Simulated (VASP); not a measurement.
# Zn (P6/mmm) in VASP: relaxation of cell and atoms with r2SCAN

Aim: the relaxation of cell and atoms of Zn with r2SCAN.

All numbers are computed with VASP 6.6.1; they aren't measurements. Logs are shortened: lines on timing, memory, paths and dates and some standing lists are left out, and cuts for length are marked.

## (1) The cell of the first run

The structure is hexagonal, space group P6/mmm (No. 191). The conventional cell has a = 2.671 Å, b = 2.671 Å, c = 2.496 Å, α = 90.00°, β = 90.00°, γ = 120.00°. Zn (site symmetry 6/mmm) has 8 Zn at 2.50 to 2.67 Å within 3.3 Å.

This isn't the form of Zn at room conditions, which is hcp.

## (2) Relaxation of cell and atoms, r2SCAN

Contents of POSCAR:

```
Zn
1.0
    2.6709001415      0.0000000000      0.0000000000
   -1.3354500708      2.3130673735      0.0000000000
    0.0000000000      0.0000000000      2.4956223197
Zn
1
Direct
    0.0000000000      0.0000000000      0.0000000000
```

Contents of INCAR.step1:

```
SYSTEM = Zn
PREC = Accurate
ENCUT = 550
ISMEAR = 0
SIGMA = 0.1
LREAL = .False.
LASPH = .True.
NELM = 120
GGA = PE
ALGO = Normal
EDIFF = 1E-5
LWAVE = .True.
LCHARG = .False.
GGA_COMPAT = .False.
IBRION = 2
ISIF = 3
EDIFFG = -0.005
NELMIN = 4
NSW = 100
```

Contents of INCAR.step2:

```
SYSTEM = Zn
PREC = Accurate
ENCUT = 550
EDIFF = 1E-7
ISMEAR = 0
SIGMA = 0.1
LREAL = .False.
LASPH = .True.
NELM = 120
ALGO = Normal
ISIF = 3
LWAVE = .False.
LCHARG = .False.
METAGGA = R2SCAN
LMIXTAU = .True.
IBRION = 2
NSW = 100
EDIFFG = -0.01
ISTART = 1
GGA_COMPAT = .False.
NELMIN = 4
```

Contents of KPOINTS:

```
Automatic mesh
0
Gamma
  24 24 22
  0 0 0
```

Potentials or basis: VASP PAW PBE potentials, release 64 (Zn).

On the command line:

```console
cat potpaw_PBE.64/Zn/POTCAR > POTCAR
cp INCAR.step1 INCAR
mpirun -np 1 vasp_std > vasp.out
cp INCAR.step2 INCAR
mpirun -np 1 vasp_std > vasp.out
```

OUTCAR:

```text
SYSTEM = Zn
   PREC = Accurate
   ENCUT = 550
   EDIFF = 1E-7
   ISMEAR = 0
   LREAL = .False.
   LASPH = .True.
   NELM = 120
   ISIF = 3
   METAGGA = R2SCAN
   IBRION = 2
   NSW = 100
   EDIFFG = -0.01
   ISTART = 1
   NELMIN = 4

 ion  position               nearest neighbor table
   1  0.000  0.000  0.000-

  LATTYP: Found a hexagonal cell.
 ALAT       =     2.6709001415
 C/A-ratio  =     0.9343750000

  Lattice vectors:

 A1 = (   2.6709001415,   0.0000000000,   0.0000000000)
 A2 = (  -1.3354500708,   2.3130673735,   0.0000000000)
 A3 = (   0.0000000000,   0.0000000000,   2.4956223197)

Analysis of symmetry for initial positions (statically):
=====================================================================
 Subroutine PRICEL returns:
 Original cell was already a primitive cell.

 Routine SETGRP: Setting up the symmetry group for a
 hexagonal supercell.

 Subroutine GETGRP returns: Found 24 space group operations
 (whereof 24 operations were pure point group operations)
 out of a pool of 24 trial point group operations.

The static configuration has the point symmetry D_6h.

Analysis of symmetry for dynamics (positions and initial velocities):
=====================================================================
 Subroutine PRICEL returns:
 Original cell was already a primitive cell.

 Routine SETGRP: Setting up the symmetry group for a
 hexagonal supercell.

 Subroutine GETGRP returns: Found 24 space group operations
 (whereof 24 operations were pure point group operations)
 out of a pool of 24 trial point group operations.

The dynamic configuration has the point symmetry D_6h.

 Subroutine INISYM returns: Found 24 space group operations
 (whereof 24 operations are pure point group operations),
 and found     1 'primitive' translations

----------------------------------------------------------------------------------------

                                     Primitive cell

  volume of cell :      15.4179

  direct lattice vectors                    reciprocal lattice vectors
     2.670900142  0.000000000  0.000000000     0.374405611  0.216163180  0.000000000
    -1.335450071  2.313067374  0.000000000     0.000000000  0.432326361  0.000000000
     0.000000000  0.000000000  2.495622320     0.000000000  0.000000000  0.400701658

  length of vectors
     2.670900142  2.670900142  2.495622320     0.432326361  0.432326361  0.400701658

  position of ions in fractional coordinates (direct lattice)
     0.000000000  0.000000000  0.000000000

  ion indices of the primitive-cell ions
   primitive index   ion index
                 1           1

----------------------------------------------------------------------------------------

 KPOINTS: Automatic mesh

Automatic generation of k-mesh.
 Grid dimensions read from file:
 generate k-points for:   24   24   22

 Generating k-lattice:

  Cartesian coordinates                     Fractional coordinates (reciprocal lattice)
     0.015600234  0.009006799  0.000000000     0.041666667 -0.000000000  0.000000000
     0.000000000  0.018013598  0.000000000     0.000000000  0.041666667  0.000000000
     0.000000000  0.000000000  0.018213712     0.000000000  0.000000000  0.045454545

  Length of vectors
     0.018013598  0.018013598  0.018213712

  Shift w.r.t. Gamma in fractional coordinates (k-lattice)
     0.000000000  0.000000000  0.000000000

 Subroutine IBZKPT returns following result:
 ===========================================

 Found    732 irreducible k-points:

 Following reciprocal coordinates:
            Coordinates               Weight
  0.000000  0.000000  0.000000      1.000000
  0.041667  0.000000  0.000000      6.000000
  0.083333  0.000000  0.000000      6.000000
  0.125000  0.000000  0.000000      6.000000
  0.166667  0.000000  0.000000      6.000000
  0.208333  0.000000  0.000000      6.000000
[... 16 lines left out ...]
  0.416667  0.041667  0.000000     12.000000
  0.458333  0.041667  0.000000     12.000000
 [... further k-points ...]
   k-points           NKPTS =    732   k-points in BZ     NKDIM =    732   number of bands    NBANDS=     10
   number of dos      NEDOS =    301   number of ions     NIONS =      1
   total plane-waves  NPLWV =   8000
   dimension x,y,z NGX =    20 NGY =   20 NGZ =   20
   dimension x,y,z NGXF=    40 NGYF=   40 NGZF=   40
   ions per type =               1
   NGX,Y,Z   is equivalent  to a cutoff of  12.45, 12.45, 13.32 a.u.
   NGXF,Y,Z  is equivalent  to a cutoff of  24.90, 24.90, 26.65 a.u.
 SYSTEM =  Zn
   PREC   = accura    normal or accurate (medium, high low for compatibility)
   ISTART =      1    job   : 0-new  1-cont  2-samecut
   ICHARG =      0    charge: 1-file 2-atom 10-const
   ISPIN  =      1    spin polarized calculation?
   LNONCOLLINEAR =      F non collinear calculations
   LSORBIT =      F    spin-orbit coupling
   LASPH  =      T    aspherical Exc in radial PAW
   ENCUT  =  550.0 eV  40.42 Ry    6.36 a.u.   5.11  5.11  4.77*2*pi/ulx,y,z
   NELM   =    120;   NELMIN=  4; NELMDL=  0     # of ELM steps
   EDIFF  = 0.1E-06   stopping-criterion for ELM
   LREAL  =      F    real-space projection
   EDIFFG = -.1E-01   stopping-criterion for IOM
   NSW    =    100    number of steps for IOM
   IBRION =      2    ionic relax: 0-MD 1-quasi-New 2-CG
   NFREE  =      1    steps in history (QN), initial steepest desc. (CG)
   ISIF   =      3    stress and relaxation
   ISYM   =      2    0-nonsym 1-usesym 2-fastsym
   POTIM  = 0.5000    time-step for ionic-motion
   TEBEG  =    0.0;   TEEND  =   0.0 temperature during run
   PSTRESS=    0.0 pullay stress
   NELECT =      12.0000    total number of electrons
   NUPDOWN=      -1.0000    fix difference up-down
   EMIN   =  10.00;   EMAX   =-10.00  energy-range for DOS
   EFERMI =   0.00;   METHOD = LEGACY
   ISMEAR =     0;   SIGMA  =   0.10  broadening in eV -4-tet -1-fermi 0-gaus
   EFERMI_NEDOS =   21; number of points for ismear=-14 and -15
   IALGO  =     38    algorithm
   IMIX   =      4    mixing-type and parameters
     AMIX     =   0.40;   BMIX     =  1.00
     AMIX_MAG =   1.60;   BMIX_MAG =  1.00
  volume/ion in A,a.u.               =      15.42       104.05
  Fermi-wavevector in a.u.,A,eV,Ry     =   1.505891  2.845722 30.854052  2.267709
  Thomas-Fermi vector in A             =   2.616681
   LORBIT       =      0    0 simple, 1 ext, 2 COOP (PROOUT), +10 PAW based schemes
   METAGGA = R2SCAN    functional components
   LHFCALC =     F    Hartree Fock is set to
   AEXX    =    0.0000 exact exchange contribution
   IVDW    =     0    specifies the selected vdW correction
   LEPSILON=     F    determine dielectric tensor
   LRPA    =     F    only Hartree local field effects (RPA)
 conjugate gradient relaxation of ions
 non-spin polarized calculation
 Gauss-broadening in eV      SIGMA  =   0.10
  energy-cutoff  :      550.00
  volume of cell :       15.42
 maximum number of plane-waves:       466
   NGX = 11   NGY = 11   NGZ =  9

--------------------------------------- Ionic step        1  -------------------------------------------

 number of electron      12.0000014 magnetization

 Free energy of the ion-electron system (eV)
  ---------------------------------------------------
  ext. energy  EPLUGINS =         0.00000000
  ---------------------------------------------------
  free energy    TOTEN  =        -8.65882777 eV

  energy without entropy =       -8.65738340  energy(sigma->0) =       -8.65810559

------------------------ aborting loop because EDIFF is reached ----------------------------------------

  FORCE on cell =-STRESS in cart. coord.  units (eV):
  Direction    XX          YY          ZZ          XY          YZ          ZX
  --------------------------------------------------------------------------------------
  -------------------------------------------------------------------------------------
  Total       -0.0847983     -0.0847983      1.2540770      0.0000000      0.0000000      0.0000000
  in kB       -8.8119660     -8.8119660    130.3196715      0.0000000      0.0000000      0.0000000
  external PRESSURE =      37.5652465 kB  Pullay stress =       0.0000000 kB
[... 86 lines left out ...]
  FREE ENERGIE OF THE ION-ELECTRON SYSTEM (eV)
  ---------------------------------------------------
  free  energy   TOTEN  =        -8.7273006597 eV

  energy  without entropy=       -8.7256291293  energy(sigma->0) =       -8.72646489

[... ionic steps 4 to 9 ...]

--------------------------------------- Ionic step       10  -------------------------------------------

 number of electron      12.0000009 magnetization

------------------------ aborting loop because EDIFF is reached ----------------------------------------

  FORCE on cell =-STRESS in cart. coord.  units (eV):
  Direction    XX          YY          ZZ          XY          YZ          ZX
  --------------------------------------------------------------------------------------
  -------------------------------------------------------------------------------------
  Total       -0.0365090     -0.0365090      0.0071860      0.0000000     -0.0000000     -0.0000000
  in kB       -3.4649986     -3.4649986      0.6820094      0.0000000     -0.0000000     -0.0000000
  external PRESSURE =      -2.0826626 kB  Pullay stress =       0.0000000 kB
[... 55 lines left out ...]
  energy  without entropy=       -8.7780551663  energy(sigma->0) =       -8.77870413

--------------------------------------- Ionic step       12  -------------------------------------------

 number of electron      12.0000009 magnetization

 Free energy of the ion-electron system (eV)
  ---------------------------------------------------
  ext. energy  EPLUGINS =         0.00000000
  ---------------------------------------------------
  free energy    TOTEN  =        -8.77935094 eV

  energy without entropy =       -8.77804885  energy(sigma->0) =       -8.77869989

 E-fermi :   2.2041     XC(G=0): -11.7785

 val. band max:        2.1941747446   @ k =   0.2917   0.2917   0.2273
 cond. band min:       2.2045803522   @ k =   0.2500   0.0833   0.4545
 fundamental gap:      0.0104056077
 Fermi energy:         2.2040818004

 k-point     1 :       0.0000    0.0000    0.0000
  band No.  band energies     occupation
      1      -8.0696      2.00000
      2      -6.0957      2.00000
      3      -5.7477      2.00000
      4      -5.7477      2.00000
      5      -5.0993      2.00000
      6      -5.0993      2.00000
      7       8.4959      0.00000
      8      12.9598      0.00000
      9      24.4905      0.00000
     10      24.4905      0.00000
[... 287 lines left out ...]
 k-point    24 :       0.4583    0.0417    0.0000
  band No.  band energies     occupation
      1      -6.6736      2.00000
      2      -5.8511      2.00000
      3      -5.5752      2.00000
      4      -5.2523      2.00000
      5      -4.7828      2.00000
      6      -0.0738      2.00000
      7       2.6296      0.00000
      8      15.3061      0.00000
      9      16.2124      0.00000
     10      18.5551      0.00000

 [... further k-points ...]
[... 5 lines left out ...]
  --------------------------------------------------------------------------------------
  -------------------------------------------------------------------------------------
  Total        0.0040840      0.0040840     -0.0017400     -0.0000000     -0.0000000      0.0000000
  in kB        0.3882878      0.3882878     -0.1654339     -0.0000000     -0.0000000      0.0000000
  external PRESSURE =       0.2037139 kB  Pullay stress =       0.0000000 kB
[... 16 lines left out ...]
  FREE ENERGIE OF THE ION-ELECTRON SYSTEM (eV)
  ---------------------------------------------------
  free  energy   TOTEN  =        -8.7793509411 eV

  energy  without entropy=       -8.7780488470  energy(sigma->0) =       -8.77869989

 reached required accuracy - stopping structural energy minimisation
```

Wall time 1.9 h (1 thread of Oxide Virtual Turin-like, shared host); peak memory 0.21 GiB.

Results:

| Property | Result |
| --- | --- |
| Free energy | -8.7794 eV |
| Relaxed volume | 16.85 Å³/atom |
| Relaxed cell | a = 2.529 Å, b = 2.529 Å, c = 3.041 Å, α = 90.00°, β = 90.00°, γ = 120.00° |
| Space group after relaxing (to 0.1 Å) | P6/mmm (No. 191) |
| Energy gained by relaxing | 120.5 meV/atom |
| Ionic steps | 12 |
| Pressure after relaxing | 0.0 GPa |
| Band gap on the k mesh | zero (bands 6 and 7 overlap by 7.82 eV) |

Step by step:
```tsv
step	energy change (eV)	largest force (eV/Å)	pressure (GPa)	volume (Å³)
1	0.0000	0.0000	3.76	15.42
2	-0.0495	0.0000	-0.58	16.22
3	-0.0685	0.0000	-2.83	16.82
4	-0.0791	0.0000	-5.31	18.00
5	-0.1168	0.0000	-1.34	17.39
6	-0.1168	0.0000	-1.39	17.40
7	-0.1194	0.0000	-0.90	17.14
8	-0.1201	0.0000	-0.58	17.02
9	-0.1203	0.0000	0.13	16.76
10	-0.1205	0.0000	-0.21	16.88
11	-0.1205	0.0000	0.07	16.85
12	-0.1205	0.0000	0.02	16.85
```

Final structure:
```yaml
crystal:
  lattice:
    - [2.52948, 0.00000, 0.00000]
    - [-1.26474, 2.19060, 0.00000]
    - [0.00000, 0.00000, 3.04125]
  atoms:
    - { symbol: Zn, position: [0.00000, 0.00000, 0.00000] }
```

Caveat: a cell axis changed by over 15 % at a fixed basis, so the end point is rough; the PAW data sets were made with another functional, which shifts forces and pressure a little.
